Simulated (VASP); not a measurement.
# TePb: single point with r2SCAN

TePb:

```
Pb Te
1.0
     0.04388    3.27904    3.27904
     3.27904    0.04388    3.27904
     3.27904    3.27904    0.04388
Pb Te
1 1
Direct
  0.00000 0.00000 0.00000
  0.50000 0.50000 0.50000
```

This cell differs from its parent crystal: epitaxial 111 strain -1.0%.

```yaml
Program: VASP 6.6.1
Task: single point
Functional: r2SCAN
Potentials_or_basis: VASP PAW PBE potentials, release 64 (Pb_d, Te)
Cutoff: 520 eV
k_mesh: 8 × 8 × 8
Occupations: gaussian, width 0.01 eV
Spin: no spin polarisation
```

```
Pressure               : 0.4 GPa
Band gap on the k mesh : 0.93 eV (least direct gap 1.05 eV)
```

Stress tensor (GPa, compression positive):
```
 0.40 -0.21 -0.21
-0.21  0.40 -0.21
-0.21 -0.21  0.40
```

Levels at points of the mesh, in eV from the valence-band top:
| k point | band 6 | band 7 | band 8 | band 9 | band 10 | band 11 | band 12 | band 13 | band 14 | band 15 |
| --- | --- | --- | --- | --- | --- | --- | --- | --- | --- | --- |
| (0.00, 0.00, 0.00) | -12.40 | -5.79 | -1.60 | -1.43 | -1.43 | 4.22 | 4.22 | 4.28 | 6.00 | 6.23 |
| (0.50, 0.00, 0.00) | -10.94 | -8.84 | -1.08 | -1.01 | -0.12 | 0.93 | 1.34 | 1.40 | 8.84 | 9.30 |
| (0.50, 0.50, 0.00) | -10.70 | -7.55 | -4.58 | -2.98 | -2.85 | 3.60 | 5.62 | 5.67 | 6.94 | 10.38 |
| (0.50, 0.50, 0.50) | -10.98 | -8.90 | -0.96 | -0.96 | 0.00 | 1.09 | 1.48 | 1.48 | 8.77 | 9.45 |

Run time: 3.6 min on 1 thread of Intel Xeon 8259CL, with other jobs on the host, peak memory 0.27 GiB.

Caveat: the cell differs from its parent crystal (epitaxial 111 strain -1.0%); the structure was generated, so it needn't be the stable form of TePb; the PAW data sets were made with another functional, which shifts forces and pressure a little; spin-orbit coupling is left out, which moves the levels of the heavy elements. A k mesh can miss the band edges.
